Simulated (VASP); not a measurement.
Write the native input for VASP 6.6.1 that does the following.

```
Task                   : single point
Functional             : PBE
Potentials or basis    : VASP PAW PBE potentials, release 64 (Ge_d, Mo_sv, W_sv)
Cutoff                 : 520 eV
k mesh                 : 4 × 4 × 4
Occupations            : gaussian, width 0.1 eV
Spin                   : no spin polarisation
Dipole correction      : no
Further INCAR settings : ALGO = Normal; EDIFF = 1e-06; NBANDS = 73
```

The structure of Ge6MoW2 lies in POSCAR:

```
Ge6MoW2
1.0
    0.0000000000      4.4040048300      7.5723756400
    2.5241252100      0.0000000000      7.5723756400
    2.5241252100      4.4040048300      0.0000000000
Ge Mo W
6 1 2
Direct
    0.9999666600      0.3333666700      0.6666333300
    0.3332999900      0.6667000100      0.3332999900
    0.6666333300      0.0000333400      0.9999666600
    0.3333666700      0.9999666600      0.0000333400
    0.6667000100      0.3332999900      0.6667000100
    0.0000333400      0.6666333300      0.3333666700
    0.0000000000      0.0000000000      0.0000000000
    0.6666666700      0.6666666700      0.3333333300
    0.3333333300      0.3333333300      0.6666666700
```

The input as run:

INCAR

```
ALGO     = Normal         # electronic algorithm
EDIFF    = 1E-6           # SCF threshold, eV
ENCUT    = 520            # plane-wave cutoff, eV
GGA      = PE             # functional
ISIF     = 2              # what is computed and relaxed
ISMEAR   = 0              # smearing method
LASPH    = T              # aspherical terms in the spheres
LCHARG   = F              # write CHGCAR
LREAL    = F              # projectors in reciprocal space
LWAVE    = F              # write WAVECAR
NBANDS   = 73             # bands
NELM     = 80             # most SCF steps
PREC     = Accurate       # precision mode
SIGMA    = 0.1            # smearing width, eV
```

KPOINTS

```
k-points
0
Gamma
  4 4 4
```

Potentials or basis: VASP PAW PBE potentials, release 64 (Ge_d, Mo_sv, W_sv).

The run is started by

```console
$ cat potpaw_PBE.64/Ge_d/POTCAR potpaw_PBE.64/Mo_sv/POTCAR potpaw_PBE.64/W_sv/POTCAR > POTCAR
$ mpirun -np 1 vasp_std > vasp.out
```

Results of the run:

```yaml
Pressure: -21.1 GPa
Largest_force: 0.780 eV/Å
Band_gap_on_the_k_mesh: zero (bands 63 and 64 overlap by 1.11 eV)
```

Caveat: the k points lie up to 0.37 Å⁻¹ apart, too coarse for converged energies and pressures of a metal; spin-orbit coupling is left out, which moves the levels of the heavy elements.

Run time: 7.6 min on 1 thread of AMD EPYC 7R43 64-Core Processor (Zen 3), on a shared host, peak memory 0.47 GiB.
